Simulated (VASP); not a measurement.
In, 1 atom in the cell. Symmetry: Im-3m, No. 229, cubic system. Conventional cell: a = 3.740 Å, b = 3.740 Å, c = 3.740 Å, α = 90.00°, β = 90.00°, γ = 90.00°. Within 4.3 Å of In (site symmetry m-3m) lie 14 In at 3.24 to 3.74 Å. This isn't the form of In at room conditions, which is tetragonal.

- Program: VASP 6.6.1
- Task: single point
- Functional: HSE06
- Potentials or basis: VASP PAW PBE potentials, release 64 (In_d)
- Cutoff: 520 eV
- k mesh: 6 × 6 × 6
- Occupations: fermi-dirac, width 0.05 eV
- Spin: no spin polarisation
- Dipole correction: no
- Grid for exact exchange (PRECFOCK): Normal
- Further INCAR settings: ALGO = Normal; EDIFF = 1e-06; NBANDS = 12
- Share of exact exchange: 0.25
- Screening parameter: 0.2079 1/Å

Potentials or basis: VASP PAW PBE potentials, release 64 (In_d).

Command:

```console
$ cat potpaw_PBE.64/In_d/POTCAR > POTCAR
$ cp INCAR.step1 INCAR
$ mpirun -np 1 vasp_std > vasp.out
$ cp INCAR.step2 INCAR
$ mpirun -np 1 vasp_std > vasp.out
```

Hardware: 1 thread of Intel(R) Xeon(R) Platinum 8259CL CPU @ 2.50GHz (Skylake/Cascade Lake), with other jobs on the host.

**Question.** Estimate the wall time of this run.

**Answer.** Wall time 17 min on 1 thread of Intel(R) Xeon(R) Platinum 8259CL CPU @ 2.50GHz (Skylake/Cascade Lake), on a shared host, peak memory 0.25 GiB. Counts: k points 16.
